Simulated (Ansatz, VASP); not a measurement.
# Two plane-wave programs on Ir2Pt

File INCAR:

```
PREC = Accurate
ENCUT = 500
EDIFF = 1E-7
ISMEAR = 0
SIGMA = 0.1
LREAL = False
LASPH = True
NELM = 120
ALGO = Normal
ISIF = 3
LWAVE = False
LCHARG = False
GGA = PE
IBRION = 2
NSW = 100
EDIFFG = -0.01
GGA_COMPAT = False
NELMIN = 4
```

File KPOINTS:

```
regular mesh
0
Gamma
  12 12 16
```

Contents of POSCAR:

```
Ir2Pt
1.0
    4.3938813666      0.0000000000      0.0000000000
   -2.1969406833      3.8052128847      0.0000000000
    0.0000000000      0.0000000000      2.7583503596
Ir Pt
2 1
Direct
    0.3333333333      0.6666666667      0.5000000000
    0.6666666667      0.3333333333      0.5000000000
    0.0000000000      0.0000000000      0.0000000000
```

Input for Ansatz:

```yaml
crystal:
  lattice:
    - [4.3938813666, 0.0, 0.0]
    - [-2.1969406833, 3.8052128847, 0.0]
    - [0.0, 0.0, 2.7583503596]
  atoms:
    - { symbol: Ir, position: [0.3333333333, 0.6666666667, 0.5] }
    - { symbol: Ir, position: [0.6666666667, 0.3333333333, 0.5] }
    - { symbol: Pt, position: [0.0, 0.0, 0.0] }
basis:
  ecutwfc: 420
kpoints:
  mp_grid: { grid: [12, 12, 16] }
hamiltonian:
  xc: pbe
scf:
  occupations: { method: gaussian, width: 0.1 }
output:
  forces: true
  stress: true
  eigenvalues: true
  write_density: true
  write_potential: true
  elf: true
  volumetric_format: npy
relax:
  adjacent_minimum: "off"
  f_tol: 0.01
  max_steps: 80
  cell: { stress_tol: 0.05 }
```

Change from the starting cell: species swapped into the EuSi2 type (P6/mmm, No. 191).

Alike in both runs: task relaxation of cell and atoms; functional PBE; k mesh 12 × 12 × 16; occupations gaussian, width 0.1 eV; no spin polarisation.

|  | VASP | Ansatz |
| --- | --- | --- |
| version | VASP 6.6.1 | Ansatz 0.2.0 |
| potentials or method | VASP PAW PBE potentials, release 64 (Ir, Pt), cutoff 500 eV | scalar-relativistic, plane waves, PAW |
| valence electrons in the cell | 28 | 52 |

```tsv
	VASP	Ansatz	Ansatz less VASP
gap on the k mesh at the Fermi level, each at its own relaxed structure (eV)	none	none	-
relaxed volume (Å³/atom)	15.33	15.33	0.000
relaxed cell length with the largest relative difference (Å)	2.725	2.726	+0.0012
```

A gap of «none» marks a metal or a gap that the smearing closes. VASP's potentials hold 28 valence electrons a cell and Ansatz's 52, so a difference there can come from the potentials and not from the codes.

Spin-orbit coupling is off throughout.
